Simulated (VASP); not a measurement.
Cs2RbCl3, 6 atoms in the cell. Symmetry: P-3m1, No. 164, trigonal system. The conventional cell has a = 4.871 Å, b = 4.871 Å, c = 12.047 Å, α = 90.00°, β = 90.00°, γ = 120.00°. Within 4.9 Å of Cs (site symmetry 3m) lie 6 Cl at 3.54 Å and 3 Rb at 4.78 Å and 6 Cs at 4.87 Å. Within 4.3 Å of Rb (site symmetry -3m) lie 6 Cl at 3.30 Å. Cl (site symmetry 3m) has 3 Rb at 3.30 Å and 3 Cs at 3.54 Å and 3 Cl at 4.45 Å within 4.5 Å. Within 4.9 Å of Cl (site symmetry -3m) lie 6 Cs at 3.54 Å and 6 Cl at 4.87 Å. 

| Property | Result |
| --- | --- |
| Program | VASP 6.6.1 |
| Task | relaxation of cell and atoms |
| Functional | PBEsol |
| Potentials or basis | VASP PAW PBE potentials, release 64 (Cs_sv, Rb_sv, Cl) |
| Cutoff | 600 eV |
| k mesh | 6 × 6 × 2 |
| Occupations | fermi-dirac, width 0.03 eV |
| Spin | no spin polarisation |
| Dipole correction | no |
| Further INCAR settings | ALGO = Normal; EDIFF = 1e-06; IBRION = 2; EDIFFG = -0.01; NSW = 100; ISIF = 3 |

Potentials or basis: VASP PAW PBE potentials, release 64 (Cs_sv, Rb_sv, Cl).

Launch:

```sh
$ cat potpaw_PBE.64/Cs_sv/POTCAR potpaw_PBE.64/Rb_sv/POTCAR potpaw_PBE.64/Cl/POTCAR > POTCAR
$ mpirun -np 1 vasp_std > vasp.out
```

Hardware: 1 thread of Intel(R) Xeon(R) Platinum 8488C (Sapphire Rapids), with other jobs on the host.

Problem. How long does it take, and how much memory?

Solution. Wall time 15 min on 1 thread of Intel(R) Xeon(R) Platinum 8488C (Sapphire Rapids) (shared host), peak memory 0.49 GiB. Counts: scf iterations 116, k points 14, ion steps 14.
